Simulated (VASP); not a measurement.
## AlNi: single point with PBE

The system is AlNi.

```
CELL_PARAMETERS angstrom
0.00000 -2.89272 0.00000
0.00000 0.00000 -2.89272
9.37817 -0.48212 -0.48212
ATOMIC_POSITIONS crystal
Al 0.88433 0.88433 0.69402
Al 0.98715 0.98715 0.07711
Al 0.93574 0.93574 0.38557
Ni 0.35863 0.35863 0.84825
Ni 0.46144 0.46144 0.23134
Ni 0.41003 0.41003 0.53979
```

```yaml
Program: VASP 6.6.1
Task: single point
Functional: PBE
Potentials_or_basis: VASP PAW PBE potentials, release 64 (Al, Ni)
Cutoff: 520 eV
k_mesh: 15 × 15 × 5
Occupations: gaussian, width 0.15 eV
Spin: no spin polarisation
```

```yaml
Pressure: -4.9 GPa
Largest_force: 1.004 eV/Å
```

Forces on the atoms (eV/Å):
```
Al   0.598 -0.071 -0.071
Al  -0.977  0.164  0.164
Al   0.021  0.015  0.015
Ni   0.421 -0.087 -0.087
Ni   0.013 -0.005 -0.005
Ni  -0.075 -0.016 -0.016
```

Stress tensor (GPa, compression positive):
```
-6.01  1.28  1.28
 1.28 -4.41  0.54
 1.28  0.54 -4.41
```

Levels at points of the mesh, in eV from the Fermi level:
```tsv
k point	band 17	band 18	band 19	band 20	band 21	band 22
(0.00, 0.00, 0.00)	-1.26	-1.05	-0.87	-0.23	4.00	5.86
```

Wall time 9.6 min on 1 thread of Oxide Virtual Turin-like Processor, with other jobs on the host, peak memory 0.57 GiB.

Caveat: forces of over 1 eV/Å act on the atoms, so gaps and moduli don't describe the material at rest. Spin polarisation is off, so any magnetic state and its effect on volume and gap are missing.
